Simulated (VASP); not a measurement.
Here is a VASP 6.6.1 calculation.

INCAR

```
ALGO = Normal
DIPOL = 0.5 0.5 0.442
EDIFF = 1E-6
ENCUT = 520
GGA = PE
GGA_COMPAT = F
IDIPOL = 3
ISIF = 2
ISMEAR = 0
IVDW = 12
LASPH = T
LCHARG = F
LDIPOL = T
LREAL = F
LWAVE = F
NBANDS = 117
NELM = 120
NELMDL = -8
PREC = Accurate
SIGMA = 0.05
```

File KPOINTS:

```
k-points
0
Gamma
  2 3 1
```

File POSCAR:

```
Hf8H2CO18
1.0
    7.1747300957      0.0000000000      0.0000000000
    0.0000000000      6.3274197349      0.0000000000
    0.0000000000      0.0000000000     24.9955884623
O Hf C H
18 8 1 2
Direct
    0.2500000000      0.5267463580      0.3200564776
    0.7500000000      0.5267463580      0.3200564776
    0.0000000000      0.9554113506      0.3324850230
    0.5000000000      0.9554113506      0.3324850230
    0.2500000000      0.1874655942      0.3791686374
    0.7500000000      0.1874655942      0.3791686374
    0.0000000000      0.6161305868      0.3915971828
    0.5000000000      0.6161305868      0.3915971828
    0.2429806223      0.8438415535      0.4368329647
    0.7673933447      0.8577796717      0.4402903219
   -0.0018065854      0.2708625376      0.4498061694
    0.4981469094      0.2656520627      0.4389200404
    0.2681580821      0.4877714724      0.4938019213
    0.7277271257      0.5048878234      0.4883211704
    0.0574779038      0.9152855002      0.5171291021
    0.4922819649      0.9707942213      0.5064645078
    0.8061386204      0.1962729355      0.5575931267
    0.9780773987      0.4979407005      0.5624776638
    0.2500000000      0.8214384724      0.3558268302
    0.7500000000      0.8214384724      0.3558268302
    0.0000000000      0.3214384724      0.3558268302
    0.5000000000      0.3214384724      0.3558268302
    0.2593779525      0.1448677614      0.4683015357
    0.7320081003      0.1567577133      0.4728546666
   -0.0002081744      0.6209960255      0.4747481222
    0.4935061917      0.6726095834      0.4713395851
    0.8883025737      0.3469893444      0.5822384270
    1.0162362330     -0.0686452449      0.5538539608
    0.8798494288      0.3391207279      0.6264712519
```

Potentials or basis: VASP PAW PBE potentials, release 64 (O, Hf_pv, C, H).

Launch:

```sh
$ cat potpaw_PBE.64/O/POTCAR potpaw_PBE.64/Hf_pv/POTCAR potpaw_PBE.64/C/POTCAR potpaw_PBE.64/H/POTCAR > POTCAR
$ mpirun -np 1 vasp_std > vasp.out
```

**Question.** Estimate the largest force.

**Answer.** 1.698 eV/Å.

**Question.** What does it give for the band gap on the k mesh?

**Answer.** 3.76 eV (least direct gap 3.79 eV).

Forces on the atoms (eV/Å):
```
O   -0.026 -0.592  0.055
O    0.030 -0.406  0.023
O   -0.014  0.743 -0.634
O    0.008  0.787 -0.527
O   -0.715 -0.282  0.176
O    0.517  0.054 -0.330
O   -0.048 -0.747  0.654
O    0.157  0.803  0.353
O    0.056  0.051 -0.017
O   -0.036  0.052 -0.014
O    0.008 -0.006  0.030
O   -0.003 -0.069 -0.004
O   -0.009  0.028 -0.078
O    0.005  0.018 -0.056
O    0.042 -0.061 -0.185
O   -0.006 -0.009 -0.125
O   -0.154 -0.216 -0.254
O    0.165  0.285 -0.211
Hf  -0.270 -1.617 -0.442
Hf   0.393 -1.241  0.733
Hf  -0.445  1.353  0.694
Hf   0.413  1.139  0.210
Hf   0.041 -0.023 -0.159
Hf  -0.042  0.028 -0.090
Hf   0.011 -0.033 -0.055
Hf  -0.010 -0.003 -0.117
C   -0.031 -0.057  0.254
H   -0.036  0.014  0.102
H   -0.003  0.007  0.012
```

Caveat: the k points lie up to 0.44 Å⁻¹ apart; spin-orbit coupling is left out, which moves the levels of the heavy elements.
